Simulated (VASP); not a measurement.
# W (Cmme) in VASP: a series of runs

The runs below take W through single point, with PBEsol.

Program: VASP 6.6.1. These are calculated values, not measurements. Logs are shortened: lines on timing, memory, paths and dates and some standing lists are left out, and cuts for length are marked.

## Step 1: The cell of the first run

Symmetry: Cmme, No. 67, orthorhombic system. The conventional cell has a = 3.195 Å, b = 4.518 Å, c = 9.286 Å, α = 90.00°, β = 90.00°, γ = 90.00°. W (site symmetry mm2) has 14 W at 2.77 to 3.38 Å within 3.6 Å. Within 3.6 Å of W (site symmetry mm2) lie 14 W at 2.77 to 3.19 Å.

## Step 2: Single point, PBEsol (the distance across one plane changed)

File INCAR:

```
SYSTEM = W
  ALGO = Fast
  EDIFF = 1E-6
  ENCUT = 520
  GGA = PS
  ISIF = 2
  ISMEAR = 0
  LASPH = .True.
  LCHARG = .True.
  LELF = .True.
  LREAL = .False.
  LVHAR = .True.
  LWAVE = .False.
  NBANDS = 36
  NELM = 100
  PREC = Accurate
  SIGMA = 0.15
```

File KPOINTS:

```
k-points
0
Gamma
  18 18 5
  0 0 0
```

File POSCAR:

```
W
1.0
   -1.5973000000      1.5973000000     -1.5973000000
   -1.5973000000     -1.5973000000      1.5973000000
    0.0000000000      6.5659766953      6.5659766953
W
4
Direct
    0.0000000000      0.0000000000      0.8514422544
    0.5000000000      0.5000000000      0.1216346078
    0.0000000000      0.0000000000      0.3649038233
    0.5000000000      0.5000000000      0.6081730389
```

Potentials or basis: VASP PAW PBE potentials, release 64 (W_sv).

The run is started by

```console
$ cat potpaw_PBE.64/W_sv/POTCAR > POTCAR
$ mpirun -np 1 vasp_std > vasp.out
```

OUTCAR:

```text
SYSTEM = W
   EDIFF = 1E-6
   ENCUT = 520
   GGA = PS
   ISIF = 2
   ISMEAR = 0
   LASPH = .True.
   LREAL = .False.
   NELM = 100
   PREC = Accurate

 ion  position               nearest neighbor table
   1  0.000  0.000  0.851-   4 2.77   4 2.77   2 2.97   2 2.97   4 3.19   4 3.19   2 3.38   2 3.38

   2  0.500  0.500  0.122-   3 2.77   3 2.77   1 2.97   1 2.97   3 3.19   3 3.19   1 3.38   1 3.38

   3  0.000  0.000  0.365-   2 2.77   2 2.77   4 2.77   4 2.77   2 3.19   2 3.19   4 3.19   4 3.19

   4  0.500  0.500  0.608-   1 2.77   1 2.77   3 2.77   3 2.77   1 3.19   1 3.19   3 3.19   3 3.19

  LATTYP: Found a base centered orthorhombic cell.
 ALAT       =     3.1946000000
 B/A-ratio  =     1.4142135624
 C/A-ratio  =     2.9066841835

  Lattice vectors:

 A1 = (  -1.5973000000,   1.5973000000,  -1.5973000000)
 A2 = (  -1.5973000000,  -1.5973000000,   1.5973000000)
 A3 = (   0.0000000000,   6.5659766953,   6.5659766953)

Analysis of symmetry for initial positions (statically):
=====================================================================
 Subroutine PRICEL returns:
 Original cell was already a primitive cell.

 Routine SETGRP: Setting up the symmetry group for a
 base centered orthorhombic supercell.

 Subroutine GETGRP returns: Found  8 space group operations
 (whereof  4 operations were pure point group operations)
 out of a pool of  8 trial point group operations.

The static configuration has the point symmetry C_2v.
 The point group associated with its full space group is D_2h.

Analysis of symmetry for dynamics (positions and initial velocities):
=====================================================================
 Subroutine PRICEL returns:
 Original cell was already a primitive cell.

 Routine SETGRP: Setting up the symmetry group for a
 base centered orthorhombic supercell.

 Subroutine GETGRP returns: Found  8 space group operations
 (whereof  4 operations were pure point group operations)
 out of a pool of  8 trial point group operations.

The dynamic configuration has the point symmetry C_2v.
 The point group associated with its full space group is D_2h.

 Subroutine INISYM returns: Found  8 space group operations
 (whereof  4 operations are pure point group operations),
 and found     1 'primitive' translations

----------------------------------------------------------------------------------------

                                     Primitive cell

  volume of cell :      67.0089

  direct lattice vectors                    reciprocal lattice vectors
    -1.597300000  1.597300000 -1.597300000    -0.313028235  0.156514118 -0.156514118
    -1.597300000 -1.597300000  1.597300000    -0.313028235 -0.156514118  0.156514118
     0.000000000  6.565976695  6.565976695     0.000000000  0.076150133  0.076150133

  length of vectors
     2.766604755  2.766604755  9.285693293     0.383379726  0.383379726  0.107692551

  position of ions in fractional coordinates (direct lattice)
     0.000000000  0.000000000  0.851442254
     0.500000000  0.500000000  0.121634608
     0.000000000  0.000000000  0.364903823
     0.500000000  0.500000000  0.608173039

  ion indices of the primitive-cell ions
   primitive index   ion index
                 1           1
                 2           2
                 3           3
                 4           4

----------------------------------------------------------------------------------------

 KPOINTS: k-points

Automatic generation of k-mesh.
 Grid dimensions read from file:
 generate k-points for:   18   18    5

 Generating k-lattice:

  Cartesian coordinates                     Fractional coordinates (reciprocal lattice)
    -0.017390458  0.008695229 -0.008695229     0.055555556  0.000000000  0.000000000
    -0.017390458 -0.008695229  0.008695229     0.000000000  0.055555556  0.000000000
     0.000000000  0.015230027  0.015230027     0.000000000  0.000000000  0.200000000

  Length of vectors
     0.021298874  0.021298874  0.021538510

  Shift w.r.t. Gamma in fractional coordinates (k-lattice)
     0.000000000  0.000000000  0.000000000

 Subroutine IBZKPT returns following result:
 ===========================================

 Found    273 irreducible k-points:

 Following reciprocal coordinates:
            Coordinates               Weight
  0.000000  0.000000  0.000000      1.000000
  0.055556  0.000000  0.000000      4.000000
  0.111111  0.000000  0.000000      4.000000
  0.166667  0.000000  0.000000      4.000000
  0.222222  0.000000  0.000000      4.000000
  0.277778  0.000000  0.000000      4.000000
[... 16 lines left out ...]
 -0.277778  0.055556  0.000000      4.000000
 -0.222222  0.055556  0.000000      4.000000
 [... further k-points ...]
   k-points           NKPTS =    273   k-points in BZ     NKDIM =    273   number of bands    NBANDS=     36
   number of dos      NEDOS =    301   number of ions     NIONS =      4
   total plane-waves  NPLWV =  40320
   dimension x,y,z NGX =    24 NGY =   24 NGZ =   70
   dimension x,y,z NGXF=    48 NGYF=   48 NGZF=  140
   ions per type =               4
   NGX,Y,Z   is equivalent  to a cutoff of  14.42, 14.42, 12.53 a.u.
   NGXF,Y,Z  is equivalent  to a cutoff of  28.84, 28.84, 25.06 a.u.
 SYSTEM =  W
   PREC   = accura    normal or accurate (medium, high low for compatibility)
   ISTART =      0    job   : 0-new  1-cont  2-samecut
   ICHARG =      2    charge: 1-file 2-atom 10-const
   ISPIN  =      1    spin polarized calculation?
   LNONCOLLINEAR =      F non collinear calculations
   LSORBIT =      F    spin-orbit coupling
   LASPH  =      T    aspherical Exc in radial PAW
   ENCUT  =  520.0 eV  38.22 Ry    6.18 a.u.   5.14  5.14 17.27*2*pi/ulx,y,z
   NELM   =    100;   NELMIN=  2; NELMDL= -5     # of ELM steps
   EDIFF  = 0.1E-05   stopping-criterion for ELM
   LREAL  =      F    real-space projection
   EDIFFG = 0.1E-04   stopping-criterion for IOM
   NSW    =      0    number of steps for IOM
   IBRION =     -1    ionic relax: 0-MD 1-quasi-New 2-CG
   NFREE  =      0    steps in history (QN), initial steepest desc. (CG)
   ISIF   =      2    stress and relaxation
   ISYM   =      2    0-nonsym 1-usesym 2-fastsym
   POTIM  = 0.5000    time-step for ionic-motion
   TEBEG  =    0.0;   TEEND  =   0.0 temperature during run
   PSTRESS=    0.0 pullay stress
   NELECT =      56.0000    total number of electrons
   NUPDOWN=      -1.0000    fix difference up-down
   EMIN   =  10.00;   EMAX   =-10.00  energy-range for DOS
   EFERMI =   0.00;   METHOD = LEGACY
   ISMEAR =     0;   SIGMA  =   0.15  broadening in eV -4-tet -1-fermi 0-gaus
   EFERMI_NEDOS =   21; number of points for ismear=-14 and -15
   IALGO  =     68    algorithm
   IMIX   =      4    mixing-type and parameters
     AMIX     =   0.40;   BMIX     =  1.00
     AMIX_MAG =   1.60;   BMIX_MAG =  1.00
  volume/ion in A,a.u.               =      16.75       113.05
  Fermi-wavevector in a.u.,A,eV,Ry     =   1.542032  2.914018 32.352788  2.377863
  Thomas-Fermi vector in A             =   2.647894
   LORBIT       =      0    0 simple, 1 ext, 2 COOP (PROOUT), +10 PAW based schemes
   GGA     = PS    functional components
   LHFCALC =     F    Hartree Fock is set to
   AEXX    =    0.0000 exact exchange contribution
   IVDW    =     0    specifies the selected vdW correction
   LEPSILON=     F    determine dielectric tensor
   LRPA    =     F    only Hartree local field effects (RPA)
 non-spin polarized calculation
 RMM-DIIS sequential band-by-band and
 Gauss-broadening in eV      SIGMA  =   0.15
  energy-cutoff  :      520.00
  volume of cell :       67.01
 maximum number of plane-waves:      1826
 NGX is ok and might be reduce to    24
   NGX = 11   NGY = 11   NGZ = 35

 number of electron      55.9999992 magnetization

 Free energy of the ion-electron system (eV)
  ---------------------------------------------------
  ext. energy  EPLUGINS =         0.00000000
  ---------------------------------------------------
  free energy    TOTEN  =       -54.82963409 eV

  energy without entropy =      -54.80572548  energy(sigma->0) =      -54.81767978

 E-fermi :  10.4974     XC(G=0): -13.4434

 val. band max:       10.4973609064   @ k =   0.3333   0.2222   0.2000
 cond. band min:      10.4989788041   @ k =  -0.2778   0.2778   0.2000
 fundamental gap:      0.0016178977
 Fermi energy:        10.4973926544

 k-point     1 :       0.0000    0.0000    0.0000
  band No.  band energies     occupation
      1     -63.7408      2.00000
      2     -63.7141      2.00000
      3     -63.6562      2.00000
      4     -63.6003      2.00000
      5     -28.4355      2.00000
      6     -28.0122      2.00000
[... 28 lines left out ...]
     35      12.5407      0.00000
     36      12.7251      0.00000

 k-point     2 :       0.0556    0.0000    0.0000
  band No.  band energies     occupation
      1     -63.7385      2.00000
      2     -63.7123      2.00000
      3     -63.6542      2.00000
      4     -63.5992      2.00000
      5     -28.4253      2.00000
      6     -28.0158      2.00000
[... 28 lines left out ...]
     35      12.5448      0.00000
     36      12.6127      0.00000

 k-point     3 :       0.1111    0.0000    0.0000
  band No.  band energies     occupation
      1     -63.7319      2.00000
      2     -63.7071      2.00000
      3     -63.6488      2.00000
      4     -63.5959      2.00000
      5     -28.3950      2.00000
      6     -28.0290      2.00000
[... 28 lines left out ...]
     35      12.6053      0.00000
     36      12.8551      0.00000

 k-point     4 :       0.1667    0.0000    0.0000
  band No.  band energies     occupation
      1     -63.7217      2.00000
      2     -63.6991      2.00000
      3     -63.6403      2.00000
      4     -63.5912      2.00000
      5     -28.3468      2.00000
      6     -28.0581      2.00000
[... 28 lines left out ...]
     35      12.8486      0.00000
     36      13.2930      0.00000

 k-point     5 :       0.2222    0.0000    0.0000
  band No.  band energies     occupation
      1     -63.7090      2.00000
      2     -63.6894      2.00000
      3     -63.6296      2.00000
      4     -63.5857      2.00000
      5     -28.2843      2.00000
      6     -28.1119      2.00000
[... 655 lines left out ...]
 k-point    22 :      -0.3333    0.0556    0.0000
  band No.  band energies     occupation
      1     -63.6842      2.00000
      2     -63.6693      2.00000
      3     -63.6071      2.00000
      4     -63.5720      2.00000
      5     -28.2505      2.00000
      6     -28.2497      2.00000
[... 28 lines left out ...]
     35      13.3144      0.00000
     36      13.5049      0.00000

 k-point    23 :      -0.2778    0.0556    0.0000
  band No.  band energies     occupation
      1     -63.6975      2.00000
      2     -63.6790      2.00000
      3     -63.6186      2.00000
      4     -63.5766      2.00000
      5     -28.2508      2.00000
      6     -28.1514      2.00000
[... 28 lines left out ...]
     35      13.3161      0.00000
     36      13.5011      0.00000

 k-point    24 :      -0.2222    0.0556    0.0000
  band No.  band energies     occupation
      1     -63.7109      2.00000
      2     -63.6892      2.00000
      3     -63.6300      2.00000
      4     -63.5824      2.00000
      5     -28.3138      2.00000
      6     -28.0719      2.00000
[... 28 lines left out ...]
     35      12.7507      0.00000
     36      13.2755      0.00000

 [... further k-points ...]

------------------------ aborting loop because EDIFF is reached ----------------------------------------

  FORCE on cell =-STRESS in cart. coord.  units (eV):
  Direction    XX          YY          ZZ          XY          YZ          ZX
  --------------------------------------------------------------------------------------
  -------------------------------------------------------------------------------------
  Total       -6.1234346     -7.3473868     -7.3473868     -0.0000000     -1.1272890     -0.0000000
  in kB     -146.4108822   -175.6754914   -175.6754914     -0.0000000    -26.9533986     -0.0000000
  external PRESSURE =    -165.9206216 kB  Pullay stress =       0.0000000 kB

 VOLUME and BASIS-vectors are now :
 -----------------------------------------------------------------------------
  energy-cutoff  :      520.00
  volume of cell :       67.01
      direct lattice vectors                 reciprocal lattice vectors
    -1.597300000  1.597300000 -1.597300000    -0.313028235  0.156514118 -0.156514118
    -1.597300000 -1.597300000  1.597300000    -0.313028235 -0.156514118  0.156514118
     0.000000000  6.565976695  6.565976695     0.000000000  0.076150133  0.076150133

 POSITION                                       TOTAL-FORCE (eV/Angst)
 -----------------------------------------------------------------------------------
      0.00000      5.59055      5.59055         0.000000      0.856411      0.856411
     -1.59730      0.79865      0.79865        -0.000000     -0.856411     -0.856411
      0.00000      2.39595      2.39595        -0.000000     -0.060468     -0.060468
     -1.59730      3.99325      3.99325         0.000000      0.060468      0.060468
 -----------------------------------------------------------------------------------
    total drift:                                0.000000      0.000013      0.000013

  FREE ENERGIE OF THE ION-ELECTRON SYSTEM (eV)
  ---------------------------------------------------
  free  energy   TOTEN  =       -54.8296340895 eV

  energy  without entropy=      -54.8057254769  energy(sigma->0) =      -54.81767978
```

It took 22 min on 1 thread of Oxide Virtual Turin-like, shared host; peak memory 0.5 GiB.

Results:

```yaml
Free_energy: -54.8296 eV
Pressure: -16.6 GPa
Largest_force: 1.211 eV/Å
Band_gap_on_the_k_mesh: zero (bands 28 and 29 overlap by 2.66 eV)
```

Forces in eV/Å, atoms in the order of the input:
```
W    0.000  0.856  0.856
W    0.000 -0.856 -0.856
W    0.000 -0.060 -0.060
W    0.000  0.060  0.060
```

Caveat: the cell differs from its parent crystal (the distance across one plane changed); the cell stands under tension; the PAW data sets were made with another functional, which shifts forces and pressure a little; spin-orbit coupling is left out, which moves the levels of the heavy elements.

## Step 3: Single point, PBEsol (the distance across one plane changed)

File INCAR:

```
SYSTEM = W
PREC = Accurate
ENCUT = 520
EDIFF = 1E-6
ISMEAR = 0
SIGMA = 0.15
LREAL = .False.
LASPH = .True.
NELM = 100
ALGO = Fast
ISIF = 2
LWAVE = .False.
LCHARG = .False.
GGA = PS
NBANDS = 36
```

File KPOINTS:

```
regular mesh
0
Gamma
  18 18 5
  0 0 0
```

File POSCAR:

```
W
1.0
   -1.5973000000      1.5973000000     -1.5973000000
   -1.5973000000     -1.5973000000      1.5973000000
    0.0000000000      6.7427533906      6.7427533906
W
4
Direct
    0.0000000000      0.0000000000      0.8291197492
    0.5000000000      0.5000000000      0.1184456785
    0.0000000000      0.0000000000      0.3553370354
    0.5000000000      0.5000000000      0.5922283923
```

Potentials or basis: VASP PAW PBE potentials, release 64 (W_sv).

The run is started by

```console
$ cat potpaw_PBE.64/W_sv/POTCAR > POTCAR
$ mpirun -np 1 vasp_std > vasp.out
```

It took 18 min on 1 thread of Oxide Virtual Turin-like, shared host; peak memory 0.51 GiB.

Results (log left out):

| Item | Value |
| --- | --- |
| Free energy | -54.3130 eV |
| Pressure | -19.3 GPa |
| Largest force | 1.497 eV/Å |
| Band gap on the k mesh | zero (bands 28 and 29 overlap by 2.29 eV) |

Forces in eV/Å, atoms in the order of the input:
```
W    0.000  1.058  1.058
W    0.000 -1.058 -1.058
W    0.000 -0.139 -0.139
W    0.000  0.139  0.139
```

Stress tensor (GPa, compression positive):
```
-16.63   0.00   0.00
  0.00 -20.64  -3.97
  0.00  -3.97 -20.64
```

Levels at points of the mesh, in eV from the Fermi level:
| k point | band 24 | band 25 | band 26 | band 27 | band 28 | band 29 | band 30 | band 31 | band 32 | band 33 |
| --- | --- | --- | --- | --- | --- | --- | --- | --- | --- | --- |
| (0.00, 0.00, 0.00) | -2.11 | -1.51 | -1.33 | -1.24 | -0.80 | 0.18 | 1.09 | 1.56 | 1.74 | 2.01 |
| (0.50, 0.00, 0.00) | -3.06 | -2.01 | -2.01 | 0.59 | 0.59 | 1.84 | 1.84 | 2.04 | 2.04 | 2.85 |
| (0.50, 0.50, 0.00) | -2.98 | -1.01 | 0.05 | 0.13 | 0.33 | 0.82 | 1.58 | 2.11 | 4.24 | 4.63 |

Caveat: the cell differs from its parent crystal (the distance across one plane changed); the cell stands under tension; the PAW data sets were made with another functional, which shifts forces and pressure a little; spin-orbit coupling is left out, which moves the levels of the heavy elements.

## Step 4: Single point, PBEsol (the distance across one plane changed)

File INCAR:

```
SYSTEM = W
PREC = Accurate ; ENCUT = 520
EDIFF = 1E-6 ; ISMEAR = 0
SIGMA = 0.15 ; LREAL = .FALSE.
LASPH = .TRUE. ; NELM = 100
ALGO = Fast ; ISIF = 2
LWAVE = .FALSE. ; LCHARG = .FALSE.
GGA = PS ; NBANDS = 36
```

File KPOINTS:

```
regular mesh
0
G
  18 18 5
  0 0 0
```

File POSCAR:

```
W
1.0
   -1.5973000000      1.5973000000     -1.5973000000
   -1.5973000000     -1.5973000000      1.5973000000
    0.0000000000      6.1770679656      6.1770679656
W
4
Direct
    0.0000000000      0.0000000000      0.9050491319
    0.5000000000      0.5000000000      0.1292927331
    0.0000000000      0.0000000000      0.3878781994
    0.5000000000      0.5000000000      0.6464636656
```

The run is started by

```console
$ cat potpaw_PBE.64/W_sv/POTCAR > POTCAR
$ mpirun -np 1 vasp_std > vasp.out
```

Run time: 25 min. Hardware: 1 thread of Oxide Virtual Turin-like, shared host; peak memory 0.48 GiB.

Results (log left out):

```yaml
Free_energy: -54.8028 eV
Pressure: 2.4 GPa
Largest_force: 3.520 eV/Å
Band_gap_on_the_k_mesh: zero (bands 28 and 29 overlap by 3.05 eV)
```

Forces in eV/Å, atoms in the order of the input:
```
W    0.000 -2.489 -2.489
W    0.000  2.489  2.489
W    0.000  0.120  0.120
W    0.000 -0.120 -0.120
```

Stress tensor (GPa, compression positive):
```
-1.42  0.00  0.00
 0.00  4.27  5.80
 0.00  5.80  4.27
```

Levels at points of the mesh, in eV from the Fermi level:
| k point | band 24 | band 25 | band 26 | band 27 | band 28 | band 29 | band 30 | band 31 | band 32 | band 33 |
| --- | --- | --- | --- | --- | --- | --- | --- | --- | --- | --- |
| (0.00, 0.00, 0.00) | -2.11 | -1.77 | -1.50 | -1.03 | -0.95 | 1.00 | 1.29 | 1.40 | 1.65 | 1.82 |
| (0.50, 0.00, 0.00) | -3.05 | -2.25 | -2.25 | 0.69 | 0.69 | 1.64 | 1.64 | 2.02 | 2.02 | 2.94 |
| (0.50, 0.50, 0.00) | -3.52 | -1.10 | -0.37 | -0.02 | 0.35 | 0.55 | 2.77 | 3.37 | 4.74 | 5.12 |

Caveat: the cell differs from its parent crystal (the distance across one plane changed); the stress differs along the axes, from -1 to 4 GPa; the PAW data sets were made with another functional, which shifts forces and pressure a little; spin-orbit coupling is left out, which moves the levels of the heavy elements.

## Step 5: The runs side by side

| cell | gap on the mesh (eV) | pressure (GPa) | largest force (eV/Å) |
| --- | --- | --- | --- |
| a = 2.767, b = 2.767, c = 9.286 Å, angles 90.0, 90.0, 109.5°, 4 atoms | none | -16.6 | 1.21 |
| a = 2.767, b = 2.767, c = 9.536 Å, angles 90.0, 90.0, 109.5°, 4 atoms | none | -19.3 | 1.50 |
| a = 2.767, b = 2.767, c = 8.736 Å, angles 90.0, 90.0, 109.5°, 4 atoms | none | 2.4 | 3.52 |

Alike in all rows: task single point; level PBEsol; potentials or basis VASP PAW PBE potentials, release 64 (W_sv); no spin polarisation; k mesh 18 × 18 × 5; cutoff (eV) 520; smearing gaussian 0.15 eV.

Caveats: the PAW data sets were made with another functional, which shifts forces and pressure a little; spin-orbit coupling is left out, which moves the levels of the heavy elements; the cell stands under tension (at least some runs); the stress differs along the axes, from -1 to 4 GPa (at least some runs).

Absolute energies hang on the potentials; compare differences alone.
